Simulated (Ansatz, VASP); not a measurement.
**One calculation of Sc2SbAs, two programs**

The input INCAR:

```
SYSTEM = Sc2SbAs
ALGO     = Normal         ! electronic algorithm
EDIFF    = 1E-6           ! SCF threshold, eV
EDIFFG   = -0.01          ! ionic threshold
ENCUT    = 600            ! plane-wave cutoff, eV
GGA      = PE             ! functional
IBRION   = 2              ! ionic algorithm
ISIF     = 3              ! what is computed and relaxed
ISMEAR   = 0              ! smearing method
LASPH    = .TRUE.         ! aspherical terms in the spheres
LCHARG   = .FALSE.        ! write CHGCAR
LREAL    = .FALSE.        ! projectors in reciprocal space
LWAVE    = .FALSE.        ! write WAVECAR
NELM     = 100            ! most SCF steps
NSW      = 100            ! ionic steps
PREC     = Accurate       ! precision mode
SIGMA    = 0.1            ! smearing width, eV
```

Contents of KPOINTS:

```
k-points
0
G
  12 12 8
  0 0 0
```

Contents of POSCAR:

```
Sc2SbAs
1.0
    4.8298332455      0.0000000000      0.0000000000
   -2.4149166227      4.1827582866      0.0000000000
    0.0000000000      0.0000000000      5.6721230099
Sc Sb As
2 1 1
Direct
    0.3333333333      0.6666666667      0.5000000000
    0.6666666667      0.3333333333      0.5000000000
    0.0000000000      0.0000000000      0.0000000000
    0.0000000000      0.0000000000      0.5000000000
```

Input for Ansatz:

```yaml
crystal:
  lattice:
    - [4.8298332455, 0.0, 0.0]
    - [-2.4149166227, 4.1827582866, 0.0]
    - [0.0, 0.0, 5.6721230099]
  atoms:
    - { symbol: Sc, position: [0.3333333333, 0.6666666667, 0.5] }
    - { symbol: Sc, position: [0.6666666667, 0.3333333333, 0.5] }
    - { symbol: Sb, position: [0.0, 0.0, 0.0] }
    - { symbol: As, position: [0.0, 0.0, 0.5] }
basis:
  ecutwfc: 420
kpoints:
  mp_grid: { grid: [12, 12, 8] }
hamiltonian:
  xc: pbe
scf:
  occupations: { method: gaussian, width: 0.1 }
output:
  forces: true
  stress: true
  eigenvalues: true
  write_density: true
  write_potential: true
  elf: true
  volumetric_format: npy
relax:
  adjacent_minimum: "off"
  f_tol: 0.01
  max_steps: 80
  cell: { stress_tol: 0.05 }
```

Alike in both runs: task relaxation of cell and atoms; functional PBE; k mesh 12 × 12 × 8; occupations gaussian, width 0.1 eV; no spin polarisation.

|  | VASP | Ansatz |
| --- | --- | --- |
| version | VASP 6.6.1 | Ansatz 0.2.0 |
| potentials or method | VASP PAW PBE potentials, release 64 (Sc_sv, Sb, As), cutoff 600 eV | scalar-relativistic, plane waves, PAW |
| valence electrons in the cell | 32 | 52 |

```csv
,VASP,Ansatz,Ansatz less VASP
"gap on the k mesh at the Fermi level, each at its own relaxed structure (eV)",none,none,-
relaxed volume (Å³/atom),28.41,28.35,-0.060
relaxed length of the cell vector where the two differ most in proportion (Å),4.853,4.849,-0.0041
```

A gap of «none» marks a metal or a gap that the smearing closes. VASP's potentials hold 32 valence electrons a cell and Ansatz's 52, so a difference there can come from the potentials and not from the codes.

Spin-orbit coupling is off throughout.
